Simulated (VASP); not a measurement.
CoO:

```
Co O
1.0
     0.00000    2.13150    2.13150
     2.13150    0.00000    2.13150
     2.13150    2.13150    0.00000
Co O
1 1
Direct
  0.00000 0.00000 0.00000
  0.50000 0.50000 0.50000
```

| Item | Value |
| --- | --- |
| Program | VASP 6.6.1 |
| Task | relaxation of cell and atoms |
| Functional | PBEsol |
| Dispersion | D4 |
| Potentials or basis | VASP PAW PBE potentials, release 64 (Co_sv, O) |
| Cutoff | 700 eV |
| k mesh | 11 × 11 × 11 |
| Occupations | fermi-dirac, width 0.05 eV |
| Spin | collinear spin, ferromagnetic start |
| Starting moments | [2.0, 0.0] μB |

At the start: pressure -13.6 GPa; volume 9.68 Å³/atom.

How do energy, volume and symmetry change on relaxing?

Over 3 steps the energy falls by 33.4 meV/atom and the volume is 8.93 Å³/atom (-7.8 %); space group Fm-3m (No. 225, to 0.1 Å) before and after; moment 2.73 μB per cell.

The path:
| step | energy change (eV) | largest force (eV/Å) | pressure (GPa) | volume (Å³) |
| --- | --- | --- | --- | --- |
| 1 | 0.0000 | 0.0000 | -13.55 | 19.37 |
| 2 | -0.0503 | 0.0000 | 5.45 | 17.16 |
| 3 | -0.0667 | 0.0000 | 0.11 | 17.86 |

Final structure:
```
CELL_PARAMETERS angstrom
0.00000 2.07452 2.07452
2.07452 0.00000 2.07452
2.07452 2.07452 0.00000
ATOMIC_POSITIONS crystal
Co 0.00000 0.00000 0.00000
O 0.50000 0.50000 0.50000
```

Caveat: the PAW data sets were made with another functional, which shifts forces and pressure a little; a cell with one magnetic atom can't hold antiferromagnetic order, which such compounds often take.
